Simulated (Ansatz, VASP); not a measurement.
# Si2GeP3 in VASP and in Ansatz

```xyz
6
Lattice="5.7211 0.0000 0.0000 -2.8606 4.9546 0.0000 0.0000 0.0000 3.5887" Properties=species:S:1:pos:R:3 pbc="T T T"
Si    0.0000    3.3031    0.0000
Si    2.8606    1.6515    0.0000
Ge    0.0000    0.0000    0.0000
P     2.8606    0.0000    1.7944
P     1.4303    2.4773    1.7944
P    -1.4303    2.4773    1.7944
```

Change from the starting cell: species swapped into the HfCo3B2 type (P6/mmm, No. 191).

Alike in both runs: task single point; functional PBE; k mesh 6 × 6 × 6; occupations gaussian, width 0.1 eV; no spin polarisation.

|  | VASP | Ansatz |
| --- | --- | --- |
| version | VASP 6.6.1 | Ansatz 0.2.0 |
| potentials or method | VASP PAW PBE potentials, release 64 (Si, Ge_d, P), cutoff 520 eV | scalar-relativistic, plane waves, PAW |
| valence electrons in the cell | 37 | 37 |

Ansatz gave:

```
gap on the k mesh at the Fermi level (eV)                     : none
pressure (GPa)                                                : 0.7
traceless stress, the component that is largest in VASP (GPa) : -6.40
```

Q: Which values does VASP return?

A: gap on the k mesh at the Fermi level (eV): none; pressure (GPa): 0.6; traceless stress, the component that is largest in VASP (GPa): -6.42.

A gap of «none» marks a metal or a gap that the smearing closes.
